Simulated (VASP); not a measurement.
Zr4F: single point with PBE

The system is Zr4F.

```
Zr F
1.0
     5.19688    0.00000    0.00000
    -2.59844    4.50063    0.00000
     0.00000    0.00000    5.42150
Zr F
4 1
Direct
  0.33333 0.66667 0.75230
  0.33333 0.66667 0.24770
  0.66667 0.33333 0.24770
  0.66667 0.33333 0.75230
  0.00000 0.00000 0.50000
```

| Item | Value |
| --- | --- |
| Program | VASP 6.6.1 |
| Task | single point |
| Functional | PBE |
| Potentials or basis | VASP PAW PBE potentials, release 64 (Zr_sv, F) |
| Cutoff | 520 eV |
| k mesh | 6 × 6 × 4 |
| Occupations | gaussian, width 0.1 eV |
| Spin | no spin polarisation |

| Item | Value |
| --- | --- |
| Pressure | 0.2 GPa |
| Largest force | 0.004 eV/Å |

Forces in eV/Å, atoms in the order of the input:
```
Zr   0.000  0.000 -0.004
Zr   0.000  0.000  0.004
Zr   0.000  0.000  0.004
Zr   0.000  0.000 -0.004
F    0.000  0.000  0.000
```

Stress tensor (GPa, compression positive):
```
0.26 0.00 0.00
0.00 0.26 0.00
0.00 0.00 0.00
```

Levels at points of the mesh, in eV from the Fermi level:
| k point | band 24 | band 25 | band 26 | band 27 | band 28 | band 29 | band 30 | band 31 | band 32 | band 33 |
| --- | --- | --- | --- | --- | --- | --- | --- | --- | --- | --- |
| (0.00, 0.00, 0.00) | -1.45 | -0.96 | 0.28 | 0.28 | 0.28 | 0.43 | 0.43 | 1.30 | 1.30 | 1.96 |
| (0.50, 0.00, 0.00) | -1.74 | -1.02 | -0.79 | -0.44 | 0.02 | 0.15 | 0.57 | 0.87 | 0.93 | 1.41 |
| (0.00, 0.00, 0.50) | -0.41 | -0.36 | -0.36 | 0.56 | 0.56 | 0.92 | 1.01 | 1.64 | 1.64 | 1.81 |
| (0.50, 0.00, 0.50) | -0.63 | -0.40 | -0.38 | -0.16 | -0.10 | 0.24 | 0.93 | 1.18 | 1.22 | 2.09 |

Wall time 70 s on 1 thread of Intel(R) Xeon(R) Platinum 8488C (Sapphire Rapids), with other jobs on the host, peak memory 0.27 GiB.

Caveat: an odd number of electrons without spin polarisation forces a metal; a magnetic or distorted state may lie lower.
